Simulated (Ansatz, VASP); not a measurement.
Sb: VASP beside Ansatz

The input INCAR:

```
PREC = Accurate
ENCUT = 520
EDIFF = 1E-7
ISMEAR = -1
SIGMA = 0.05
LREAL = False
LASPH = True
NELM = 80
ALGO = Normal
ISIF = 2
LWAVE = False
LCHARG = False
GGA = PE
NBANDS = 12
```

Contents of KPOINTS:

```
Automatic mesh
0
Gamma
  9 9 9
```

Contents of POSCAR:

```
Sb
1.0
    2.1858623424      1.2620082118      3.8053879599
   -2.1858623424      1.2620082118      3.8053879599
    0.0000000000     -2.5240164235      3.8053879599
Sb
2
Direct
    0.2336400000      0.2336400000      0.2336400000
    0.7663600000      0.7663600000      0.7663600000
```

Input for Ansatz:

```yaml
crystal:
  lattice:
    - [2.1858623424, 1.2620082118, 3.8053879599]
    - [-2.1858623424, 1.2620082118, 3.8053879599]
    - [0.0, -2.5240164235, 3.8053879599]
  atoms:
    - { symbol: Sb, position: [0.23364, 0.23364, 0.23364] }
    - { symbol: Sb, position: [0.76636, 0.76636, 0.76636] }
kpoints:
  mp_grid: { grid: [9, 9, 9] }
scf:
  occupations: { method: fermi_dirac, width: 0.05 }
hamiltonian:
  xc: pbe
  pseudopotentials: { kind: all_electron, lapw: { basis_error: 0.0005 } }
output:
  forces: true
  stress: true
  eigenvalues: true
```

Change from the starting cell: volume scaled by 1.05.

Alike in both runs: task single point; functional PBE; k mesh 9 × 9 × 9; occupations fermi-dirac, width 0.05 eV; no spin polarisation.

|  | VASP | Ansatz |
| --- | --- | --- |
| version | VASP 6.6.1 | Ansatz 0.2.0 |
| potentials or method | VASP PAW PBE potentials, release 64 (Sb), cutoff 520 eV | all-electron LAPW, scalar-relativistic |

Ansatz gave:

| Property | Result |
| --- | --- |
| pressure (GPa) | 0.3 |
| rms of the force components (eV/Å) | 0.025 |

Problem. Estimate VASP's values.

Solution. Pressure (GPa): 0.3; rms of the force components (eV/Å): 0.004.

Atom by atom the forces differ by 0.021 eV/Å (rms over components). Ansatz ran all-electron here, and VASP with PAW potentials.

Neither program's run includes spin-orbit coupling.
